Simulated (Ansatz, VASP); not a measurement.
**B: VASP beside Ansatz**

```
B
1.0
    -1.00622    1.00622    1.43821
     1.00622   -1.00622    1.43821
     1.00622    1.00622   -1.43821
B
1
Direct
  0.00000 0.00000 0.00000
```

Alike in both runs: functional PBEsol; k mesh 38 × 38 × 38; occupations gaussian, width 0.1 eV; no spin polarisation.

Ansatz relaxed the structure, and its values are those at the end. VASP's run is a single point on that final structure, the one shown.

```csv
,VASP,Ansatz
version,VASP 6.6.1,Ansatz 0.2.0
potentials or method,"VASP PAW PBE potentials, release 64 (B), cutoff 520 eV","scalar-relativistic, plane waves, PAW"
valence electrons in the cell,3,3
```

VASP gave:

```
gap on the k mesh at the Fermi level (eV) : none
pressure (GPa)                            : 0.4
```

Problem. Estimate Ansatz's values.

Solution. gap on the k mesh at the Fermi level (eV): none; pressure (GPa): 0.0.

VASP's potentials were made for PBE, not for PBEsol. A gap of «none» marks a metal or a gap that the smearing closes.
